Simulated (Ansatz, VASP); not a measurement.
## C in VASP and in Ansatz

```
CELL_PARAMETERS angstrom
2.40249 0.00000 0.00000
-1.20124 2.08062 0.00000
0.00000 0.00000 8.78926
ATOMIC_POSITIONS crystal
C 0.00000 0.00000 0.09294
C 0.00000 0.00000 0.59294
C 0.00000 0.00000 0.40706
C 0.00000 0.00000 0.90706
C 0.33333 0.66667 0.15554
C 0.66667 0.33333 0.65554
C 0.33333 0.66667 0.34446
C 0.66667 0.33333 0.84446
```

Change from the starting cell: mode 21 frozen in at +0.000 Å, strain +e along z and -e/2 along x and y +0.0700.

Alike in both runs: task single point; functional LDA; k mesh 12 × 12 × 4; occupations gaussian, width 0.05 eV; no spin polarisation.

|  | VASP | Ansatz |
| --- | --- | --- |
| version | VASP 6.6.1 | Ansatz 0.2.0 |
| potentials or method | VASP PAW LDA potentials, release 64 (C), cutoff 520 eV | scalar-relativistic, plane waves, PAW |
| valence electrons in the cell | 32 | 32 |

```csv
,VASP,Ansatz,Ansatz less VASP
gap on the k mesh at the Fermi level (eV),2.64,2.64,0.000
least direct gap on the mesh (eV),2.64,2.64,0.000
pressure (GPa),9.4,7.6,-1.73
"traceless stress, the component that is largest in VASP (GPa)",-82.81,-82.44,+0.376
rms of the force components (eV/Å),0.085,0.106,+0.0214
```

Ansatz warns that its potentials were made for another functional, while VASP's fit it. LDA's correlation is that of Perdew and Zunger in VASP and of Perdew and Wang (1992) in Ansatz. Atom by atom the forces differ by 0.022 eV/Å (rms over components).
